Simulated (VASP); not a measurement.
Here is a VASP 6.6.1 calculation.

INCAR

```
PREC     = Accurate       # precision mode
ENCUT    = 520            # plane-wave cutoff, eV
EDIFF    = 1E-7           # SCF threshold, eV
ISMEAR   = 0              # smearing method
SIGMA    = 0.01           # smearing width, eV
LREAL    = F              # projectors in reciprocal space
LASPH    = T              # aspherical terms in the spheres
NELM     = 100            # most SCF steps
ALGO     = Normal         # electronic algorithm
ISIF     = 2              # what is computed and relaxed
LWAVE    = F              # write WAVECAR
LCHARG   = F              # write CHGCAR
GGA      = PS             # functional
IVDW     = 13             # dispersion correction
NBANDS   = 35             # bands
```

KPOINTS

```
Automatic mesh
0
Gamma
  4 4 6
```

The input POSCAR:

```
SnO2
1.0
    4.7380000000      0.0000000000      0.0000000000
    0.0000000000      4.7380000000      0.0000000000
    0.0000000000      0.0000000000      3.1865000000
Sn O
2 4
Direct
    0.0000000000      0.0000000000      0.0000000000
    0.5000000000      0.5000000000      0.5000000000
    0.3071000000      0.3071000000      0.0000000000
    0.1929000000      0.8071000000      0.5000000000
    0.6929000000      0.6929000000      0.0000000000
    0.8071000000      0.1929000000      0.5000000000
```

Potentials or basis: VASP PAW PBE potentials, release 64 (Sn_d, O).

Run with:

```console
$ cat potpaw_PBE.64/Sn_d/POTCAR potpaw_PBE.64/O/POTCAR > POTCAR
$ mpirun -np 1 vasp_std > vasp.out
```

(1) Predict the band gap on the k mesh.

(2) What does it give for the dispersion energy per atom?

(3) Estimate the largest force.

Results:

(1) 1.18 eV.

(2) -0.154 eV.

(3) 0.225 eV/Å.

Caveat: the PAW data sets were made with another functional, which shifts forces and pressure a little; spin-orbit coupling is left out, which moves the levels of the heavy elements.
